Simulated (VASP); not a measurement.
W:

```
CELL_PARAMETERS angstrom
-1.60818 1.60818 1.60818
1.60818 -1.60818 1.60818
1.60818 1.60818 -1.60818
ATOMIC_POSITIONS crystal
W 0.00000 0.00000 0.00000
```

Base run:

```yaml
Program: VASP 6.6.1
Functional: r2SCAN
Potentials_or_basis: VASP PAW PBE potentials, release 64 (W_sv)
Cutoff: 520 eV
k_mesh: 8 × 8 × 8
Occupations: fermi-dirac, width 0.1 eV
Spin: no spin polarisation
```

Its results: band gap on the k mesh zero (band 7 reaches 15.60 eV, above the bottom of band 8 at 9.40 eV); pressure -12.0 GPa.

The run is repeated on the same cell with these changes: functional from r2SCAN to PBE; further incar settings from ALGO = Normal; EDIFF = 1e-07; NBANDS = 13 to ALGO = Normal; EDIFF = 1e-06; NBANDS = 13. What comes out?

Band gap on the k mesh zero (band 7 reaches 15.58 eV, above the bottom of band 8 at 9.61 eV); pressure -8.1 GPa.

Caveats: spin-orbit coupling is left out, which moves the levels of the heavy elements; the PAW data sets were made with another functional, which shifts forces and pressure a little (some runs).
